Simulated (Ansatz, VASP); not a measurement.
**One calculation of ZnSe, two programs**

Contents of INCAR:

```
SYSTEM = ZnSe
ALGO = Normal
EDIFF = 1E-6
ENCUT = 520
GGA = PE
ISIF = 2
ISMEAR = 0
LASPH = .True.
LCHARG = .False.
LREAL = .False.
LWAVE = .False.
NBANDS = 16
NELM = 60
PREC = Accurate
SIGMA = 0.01
```

KPOINTS

```
k-points
0
Gamma
  8 8 8
  0 0 0
```

POSCAR

```
ZnSe
1.0
    0.0000000000      2.8470668412      2.8470668412
    2.8470668412      0.0000000000      2.8470668412
    2.8470668412      2.8470668412      0.0000000000
Zn Se
1 1
Direct
    0.0000000000      0.0000000000      0.0000000000
    0.7500000000      0.7500000000      0.7500000000
```

Input for Ansatz:

```yaml
crystal:
  lattice:
    - [0.0, 2.8470668412, 2.8470668412]
    - [2.8470668412, 0.0, 2.8470668412]
    - [2.8470668412, 2.8470668412, 0.0]
  atoms:
    - { symbol: Zn, position: [0.0, 0.0, 0.0] }
    - { symbol: Se, position: [0.75, 0.75, 0.75] }
basis:
  ecutwfc: 420
kpoints:
  mp_grid: { grid: [8, 8, 8] }
hamiltonian:
  xc: pbe
scf:
  occupations: { method: fixed }
output:
  forces: true
  stress: true
  eigenvalues: true
```

Alike in both runs: task single point; functional PBE; k mesh 8 × 8 × 8; no spin polarisation.

|  | VASP | Ansatz |
| --- | --- | --- |
| version | VASP 6.6.1 | Ansatz 0.2.0 |
| potentials or method | VASP PAW PBE potentials, release 64 (Zn, Se), cutoff 520 eV | scalar-relativistic, plane waves, PAW |
| occupations | gaussian, width 0.01 eV | fixed |
| valence electrons in the cell | 18 | 28 |

```tsv
	VASP	Ansatz	Ansatz less VASP
gap on the k mesh at the Fermi level (eV)	1.23	1.23	-0.002
least direct gap on the mesh (eV)	1.23	1.23	-0.002
pressure (GPa)	1.4	1.2	-0.23
```

VASP's potentials hold 18 valence electrons a cell and Ansatz's 28, so a difference there can come from the potentials and not from the codes.
